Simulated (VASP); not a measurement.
# H (I4/mmm) in VASP: further runs

The runs below take H through single point, with PBE.

All numbers are computed with VASP 6.6.1; they aren't measurements. Logs are shortened: lines on timing, memory, paths and dates and some standing lists are left out, and cuts for length are marked.

### Step 1. The cell of the first run

Symmetry: I4/mmm, No. 139, tetragonal system. Conventional cell: a = 3.487 Å, b = 3.487 Å, c = 4.906 Å, α = 90.00°, β = 90.00°, γ = 90.00°. Within 1.0 Å of H (site symmetry 4mm) lie 1 H at 0.75 Å.

### Step 2. Single point, PBE

File INCAR:

```
SYSTEM = H
  ALGO = Normal
  EDIFF = 1E-7
  ENCUT = 520
  GGA = PE
  ISIF = 2
  ISMEAR = 0
  LASPH = .True.
  LCHARG = .False.
  LREAL = .False.
  LWAVE = .False.
  NBANDS = 10
  NELM = 80
  PREC = Accurate
  SIGMA = 0.02
```

File KPOINTS:

```
k-points
0
Gamma
  6 6 6
  0 0 0
```

File POSCAR:

```
H
1.0
    3.4872038511      0.0000000000      0.0000000000
    0.0000000000      3.4872038511      0.0000000000
    0.0000000000      0.0000000000      4.9062574599
H
4
Direct
    0.0000000000      0.0000000000      0.9235081627
    0.0000000000      0.0000000000      0.0764918373
    0.5000000000      0.5000000000      0.4235081627
    0.5000000000      0.5000000000      0.5764918373
```

Potentials or basis: VASP PAW PBE potentials, release 64 (H).

Command:

```bash
cat potpaw_PBE.64/H/POTCAR > POTCAR
mpirun -np 1 vasp_std > vasp.out
```

OUTCAR:

```text
SYSTEM = H
   EDIFF = 1E-7
   ENCUT = 520
   GGA = PE
   ISIF = 2
   ISMEAR = 0
   LASPH = .True.
   LREAL = .False.
   NELM = 80
   PREC = Accurate

 ion  position               nearest neighbor table
   1  0.000  0.000  0.924-   2 0.75
   2  0.000  0.000  0.076-   1 0.75
   3  0.500  0.500  0.424-   4 0.75
   4  0.500  0.500  0.576-   3 0.75

  LATTYP: Found a simple tetragonal cell.
 ALAT       =     3.4872038511
 C/A-ratio  =     1.4069316476

  Lattice vectors:

 A1 = (   3.4872038511,   0.0000000000,   0.0000000000)
 A2 = (   0.0000000000,   3.4872038511,   0.0000000000)
 A3 = (   0.0000000000,   0.0000000000,   4.9062574599)

Analysis of symmetry for initial positions (statically):
=====================================================================
 Subroutine PRICEL returns following result:

  LATTYP: Found a body centered tetragonal cell.
 ALAT       =     3.4872038511
 C/A-ratio  =     1.4069316476

  Lattice vectors:

 A1 = (  -1.7436019255,  -1.7436019255,  -2.4531287300)
 A2 = (   1.7436019255,   1.7436019255,  -2.4531287299)
 A3 = (   1.7436019255,  -1.7436019255,   2.4531287299)

   2 primitive cells build up your supercell.

 Routine SETGRP: Setting up the symmetry group for a
 simple tetragonal supercell.

 Subroutine GETGRP returns: Found 16 space group operations
 (whereof 16 operations were pure point group operations)
 out of a pool of 16 trial point group operations.

The static configuration has the point symmetry D_4h.

Analysis of symmetry for dynamics (positions and initial velocities):
=====================================================================
 Subroutine PRICEL returns following result:

  LATTYP: Found a body centered tetragonal cell.
 ALAT       =     3.4872038511
 C/A-ratio  =     1.4069316476

  Lattice vectors:

 A1 = (  -1.7436019255,  -1.7436019255,  -2.4531287300)
 A2 = (   1.7436019255,   1.7436019255,  -2.4531287299)
 A3 = (   1.7436019255,  -1.7436019255,   2.4531287299)

   2 primitive cells build up your supercell.

 Routine SETGRP: Setting up the symmetry group for a
 simple tetragonal supercell.

 Subroutine GETGRP returns: Found 16 space group operations
 (whereof 16 operations were pure point group operations)
 out of a pool of 16 trial point group operations.

The dynamic configuration has the point symmetry D_4h.

 Subroutine INISYM returns: Found 16 space group operations
 (whereof 16 operations are pure point group operations),
 and found     2 'primitive' translations

----------------------------------------------------------------------------------------

                                     Primitive cell

  volume of cell :      29.8315

  direct lattice vectors                    reciprocal lattice vectors
    -1.743601926 -1.743601926 -2.453128730     0.000000000 -0.286762702 -0.203821346
     1.743601926  1.743601926 -2.453128730     0.286762702  0.000000000 -0.203821346
     1.743601926 -1.743601926  2.453128730     0.286762702 -0.286762702  0.000000000

  length of vectors
     3.478237473  3.478237473  3.478237473     0.351818119  0.351818119  0.405543703

  position of ions in fractional coordinates (direct lattice)
     0.076491837  0.076491837  0.000000000
     0.923508163  0.923508163  0.000000000

  ion indices of the primitive-cell ions
   primitive index   ion index
                 1           1
                 2           2

----------------------------------------------------------------------------------------

 KPOINTS: k-points

Automatic generation of k-mesh.
 Grid dimensions read from file:
 generate k-points for:    6    6    6

 Generating k-lattice:

  Cartesian coordinates                     Fractional coordinates (reciprocal lattice)
     0.047793784  0.000000000  0.000000000     0.166666667  0.000000000  0.000000000
     0.000000000  0.047793784  0.000000000     0.000000000  0.166666667  0.000000000
     0.000000000  0.000000000  0.033970224     0.000000000  0.000000000  0.166666667

  Length of vectors
     0.047793784  0.047793784  0.033970224

  Shift w.r.t. Gamma in fractional coordinates (k-lattice)
     0.000000000  0.000000000  0.000000000

 Subroutine IBZKPT returns following result:
 ===========================================

 Found     40 irreducible k-points:

 Following reciprocal coordinates:
            Coordinates               Weight
  0.000000  0.000000  0.000000      1.000000
  0.166667  0.000000  0.000000      4.000000
  0.333333  0.000000  0.000000      4.000000
  0.500000  0.000000  0.000000      2.000000
  0.166667  0.166667  0.000000      4.000000
  0.333333  0.166667  0.000000      8.000000
[... 16 lines left out ...]
  0.333333  0.000000  0.333333      8.000000
  0.500000  0.000000  0.333333      4.000000
 [... further k-points ...]
   k-points           NKPTS =     40   k-points in BZ     NKDIM =     40   number of bands    NBANDS=     10
   number of dos      NEDOS =    301   number of ions     NIONS =      4
   total plane-waves  NPLWV =  28224
   dimension x,y,z NGX =    28 NGY =   28 NGZ =   36
   dimension x,y,z NGXF=    56 NGYF=   56 NGZF=   72
   ions per type =               4
   NGX,Y,Z   is equivalent  to a cutoff of  13.35, 13.35, 12.20 a.u.
   NGXF,Y,Z  is equivalent  to a cutoff of  26.70, 26.70, 24.40 a.u.
 SYSTEM =  H
   PREC   = accura    normal or accurate (medium, high low for compatibility)
   ISTART =      0    job   : 0-new  1-cont  2-samecut
   ICHARG =      2    charge: 1-file 2-atom 10-const
   ISPIN  =      1    spin polarized calculation?
   LNONCOLLINEAR =      F non collinear calculations
   LSORBIT =      F    spin-orbit coupling
   LASPH  =      T    aspherical Exc in radial PAW
   ENCUT  =  520.0 eV  38.22 Ry    6.18 a.u.   6.48  6.48  9.12*2*pi/ulx,y,z
   NELM   =     80;   NELMIN=  2; NELMDL= -5     # of ELM steps
   EDIFF  = 0.1E-06   stopping-criterion for ELM
   LREAL  =      F    real-space projection
   EDIFFG = 0.1E-05   stopping-criterion for IOM
   NSW    =      0    number of steps for IOM
   IBRION =     -1    ionic relax: 0-MD 1-quasi-New 2-CG
   NFREE  =      0    steps in history (QN), initial steepest desc. (CG)
   ISIF   =      2    stress and relaxation
   ISYM   =      2    0-nonsym 1-usesym 2-fastsym
   POTIM  = 0.5000    time-step for ionic-motion
   TEBEG  =    0.0;   TEEND  =   0.0 temperature during run
   PSTRESS=    0.0 pullay stress
   NELECT =       4.0000    total number of electrons
   NUPDOWN=      -1.0000    fix difference up-down
   EMIN   =  10.00;   EMAX   =-10.00  energy-range for DOS
   EFERMI =   0.00;   METHOD = LEGACY
   ISMEAR =     0;   SIGMA  =   0.02  broadening in eV -4-tet -1-fermi 0-gaus
   EFERMI_NEDOS =   21; number of points for ismear=-14 and -15
   IALGO  =     38    algorithm
   IMIX   =      4    mixing-type and parameters
     AMIX     =   0.40;   BMIX     =  1.00
     AMIX_MAG =   1.60;   BMIX_MAG =  1.00
  volume/ion in A,a.u.               =      14.92       100.66
  Fermi-wavevector in a.u.,A,eV,Ry     =   0.665058  1.256778  6.017894  0.442303
  Thomas-Fermi vector in A             =   1.738937
   LORBIT       =      0    0 simple, 1 ext, 2 COOP (PROOUT), +10 PAW based schemes
   GGA     = PE    functional components
   LHFCALC =     F    Hartree Fock is set to
   AEXX    =    0.0000 exact exchange contribution
   IVDW    =     0    specifies the selected vdW correction
   LEPSILON=     F    determine dielectric tensor
   LRPA    =     F    only Hartree local field effects (RPA)
 non-spin polarized calculation
 Gauss-broadening in eV      SIGMA  =   0.02
  energy-cutoff  :      520.00
  volume of cell :       59.66
 maximum number of plane-waves:      1634
 NGX is ok and might be reduce to    28
   NGX = 13   NGY = 13   NGZ = 19

 number of electron       4.0000002 magnetization

 Free energy of the ion-electron system (eV)
  ---------------------------------------------------
  ext. energy  EPLUGINS =         0.00000000
  ---------------------------------------------------
  free energy    TOTEN  =       -13.57843640 eV

  energy without entropy =      -13.57843640  energy(sigma->0) =      -13.57843640

 E-fermi :  -8.7075     XC(G=0):  -4.7756

 val. band max:       -8.8554682012   @ k =   0.0000   0.0000   0.0000
 cond. band min:       0.5734703596   @ k =   0.5000   0.0000   0.5000
 fundamental gap:      9.4289385608
 Fermi energy:        -8.7074965897

 k-point     1 :       0.0000    0.0000    0.0000
  band No.  band energies     occupation
      1     -10.2763      2.00000
      2      -8.8555      2.00000
      3       0.6003      0.00000
      4       3.6564      0.00000
      5       6.1411      0.00000
      6       7.2460      0.00000
      7       7.6140      0.00000
      8       7.6140      0.00000
      9       9.6726      0.00000
     10      12.6336      0.00000

 k-point     2 :       0.1667    0.0000    0.0000
  band No.  band energies     occupation
      1     -10.1281      2.00000
      2      -8.8728      2.00000
      3       0.9062      0.00000
      4       3.3210      0.00000
      5       4.6100      0.00000
      6       6.6260      0.00000
      7       7.7033      0.00000
      8       7.9355      0.00000
      9      11.8417      0.00000
     10      12.3605      0.00000

 k-point     3 :       0.3333    0.0000    0.0000
  band No.  band energies     occupation
      1      -9.7450      2.00000
      2      -8.9884      2.00000
      3       1.8086      0.00000
      4       2.6385      0.00000
      5       2.9392      0.00000
      6       5.0264      0.00000
      7       8.5626      0.00000
      8       8.8845      0.00000
      9      11.0584      0.00000
     10      12.0333      0.00000
[... 248 lines left out ...]
 k-point    23 :       0.3333    0.0000    0.3333
  band No.  band energies     occupation
      1      -9.5463      2.00000
      2      -9.1642      2.00000
      3       0.8309      0.00000
      4       1.3107      0.00000
      5       5.3161      0.00000
      6       7.2577      0.00000
      7       8.6276      0.00000
      8       9.2723      0.00000
      9       9.5019      0.00000
     10      11.1177      0.00000

 k-point    24 :       0.5000    0.0000    0.3333
  band No.  band energies     occupation
      1      -9.2651      2.00000
      2      -9.2651      2.00000
      3       0.8255      0.00000
      4       0.8255      0.00000
      5       5.8933      0.00000
      6       5.8933      0.00000
      7       9.1049      0.00000
      8       9.1049      0.00000
      9      10.7731      0.00000
     10      10.7731      0.00000

 [... further k-points ...]
[... 5 lines left out ...]
  --------------------------------------------------------------------------------------
  -------------------------------------------------------------------------------------
  Total       -0.0300267     -0.0300267     -0.0810252      0.0000000      0.0000000     -0.0000000
  in kB       -0.8063306     -0.8063306     -2.1758323      0.0000000      0.0000000     -0.0000000
  external PRESSURE =      -1.2628312 kB  Pullay stress =       0.0000000 kB

 VOLUME and BASIS-vectors are now :
 -----------------------------------------------------------------------------
  energy-cutoff  :      520.00
  volume of cell :       59.66
      direct lattice vectors                 reciprocal lattice vectors
     3.487203851  0.000000000  0.000000000     0.286762702  0.000000000  0.000000000
     0.000000000  3.487203851  0.000000000     0.000000000  0.286762702  0.000000000
     0.000000000  0.000000000  4.906257460     0.000000000  0.000000000  0.203821346

 POSITION                                       TOTAL-FORCE (eV/Angst)
 -----------------------------------------------------------------------------------
      0.00000      0.00000      4.53097         0.000000     -0.000000      0.010346
      0.00000      0.00000      0.37529        -0.000000     -0.000000     -0.010346
      1.74360      1.74360      2.07784        -0.000000      0.000000      0.010346
      1.74360      1.74360      2.82842         0.000000      0.000000     -0.010346
 -----------------------------------------------------------------------------------
    total drift:                                0.000000      0.000000      0.000000

  FREE ENERGIE OF THE ION-ELECTRON SYSTEM (eV)
  ---------------------------------------------------
  free  energy   TOTEN  =       -13.5784363951 eV

  energy  without entropy=      -13.5784363951  energy(sigma->0) =      -13.57843640
```

Wall time 28 s (1 thread of Intel Xeon 8259CL, shared host); peak memory 0.16 GiB.

What came out:

| Quantity | Value |
| --- | --- |
| Free energy | -13.5784 eV |
| Pressure | -0.1 GPa |
| Largest force | 0.010 eV/Å |
| Band gap on the k mesh | 9.43 eV |

Forces on the atoms (eV/Å):
```
H    0.000  0.000  0.010
H    0.000  0.000 -0.010
H    0.000  0.000  0.010
H    0.000  0.000 -0.010
```

Levels at points of the mesh, in eV from the valence-band top:
```
           k point  band 1  band 2  band 3  band 4  band 5  band 6  band 7
(0.00, 0.00, 0.00)   -1.42    0.00    9.46   12.51   15.00   16.10   16.47
(0.50, 0.00, 0.00)   -0.44   -0.44   11.18   11.18   12.10   12.10   18.74
(0.50, 0.50, 0.00)   -0.15   -0.15   11.30   11.30   13.34   13.34   15.41
(0.00, 0.00, 0.50)   -0.77   -0.77   10.31   10.31   17.96   17.96   17.96
(0.50, 0.00, 0.50)   -0.40   -0.40    9.43    9.43   15.95   15.95   16.97
(0.50, 0.50, 0.50)   -0.12   -0.12   11.81   11.81   12.84   12.84   12.84
```

Caveat: this functional lacks dispersion, which holds the molecules together, so the pressure and a relaxed volume are unreliable. A k mesh can miss the band edges.

### Step 3. Single point, PBE (biaxial strain in the a-b plane: -4.0 %, then relaxed in part)

File INCAR:

```
PREC     = Accurate       # precision mode
ENCUT    = 520            # plane-wave cutoff, eV
EDIFF    = 1E-7           # SCF threshold, eV
ISMEAR   = 0              # smearing method
SIGMA    = 0.02           # smearing width, eV
LREAL    = F              # projectors in reciprocal space
LASPH    = T              # aspherical terms in the spheres
NELM     = 60             # most SCF steps
ALGO     = Normal         # electronic algorithm
ISIF     = 2              # what is computed and relaxed
LWAVE    = F              # write WAVECAR
LCHARG   = F              # write CHGCAR
GGA      = PE             # functional
NBANDS   = 10             # bands
```

File KPOINTS:

```
Automatic mesh
0
Gamma
  6 6 6
```

File POSCAR:

```
H
1.0
    3.5613996778      0.0000000000      0.0000000000
    0.0000000000      3.5613996778      0.0000000000
    0.0000000000      0.0000000000      4.8164539190
H
4
Direct
    0.0000000000      0.0000000000      0.9220742633
    0.0000000000      0.0000000000      0.0779257367
    0.5000000000      0.5000000000      0.4220742633
    0.5000000000      0.5000000000      0.5779257367
```

Potentials or basis: VASP PAW PBE potentials, release 64 (H).

Command:

```bash
cat potpaw_PBE.64/H/POTCAR > POTCAR
mpirun -np 1 vasp_std > vasp.out
```

Wall time 26 s (1 thread of Intel Xeon 8259CL, shared host); peak memory 0.17 GiB.

Results (log left out):

```
Free energy            : -13.5793 eV
Pressure               : -0.1 GPa
Largest force          : 0.011 eV/Å
Band gap on the k mesh : 9.38 eV
```

Forces in eV/Å, atoms in the order of the input:
```
H    0.000  0.000  0.011
H    0.000  0.000 -0.011
H    0.000  0.000  0.011
H    0.000  0.000 -0.011
```

Stress tensor (GPa, compression positive):
```
-0.10  0.00  0.00
 0.00 -0.10  0.00
 0.00  0.00 -0.21
```

Levels at points of the mesh, in eV from the valence-band top:
| k point | band 1 | band 2 | band 3 | band 4 | band 5 | band 6 | band 7 |
| --- | --- | --- | --- | --- | --- | --- | --- |
| (0.00, 0.00, 0.00) | -1.41 | 0.00 | 9.64 | 12.35 | 14.88 | 15.94 | 16.05 |
| (0.50, 0.00, 0.00) | -0.48 | -0.48 | 11.14 | 11.14 | 12.15 | 12.15 | 18.47 |
| (0.50, 0.50, 0.00) | -0.21 | -0.21 | 11.12 | 11.12 | 13.29 | 13.29 | 15.27 |
| (0.00, 0.00, 0.50) | -0.75 | -0.75 | 10.23 | 10.23 | 17.59 | 17.59 | 17.59 |
| (0.50, 0.00, 0.50) | -0.43 | -0.43 | 9.38 | 9.38 | 15.77 | 15.77 | 17.02 |
| (0.50, 0.50, 0.50) | -0.18 | -0.18 | 11.63 | 11.63 | 12.72 | 12.72 | 12.72 |

Caveat: the cell differs from its parent crystal (biaxial strain in the a-b plane: -4.0 %, then relaxed in part); this functional lacks dispersion, which holds the molecules together, so the pressure and a relaxed volume are unreliable.

(Continued in part 2 of 3.)
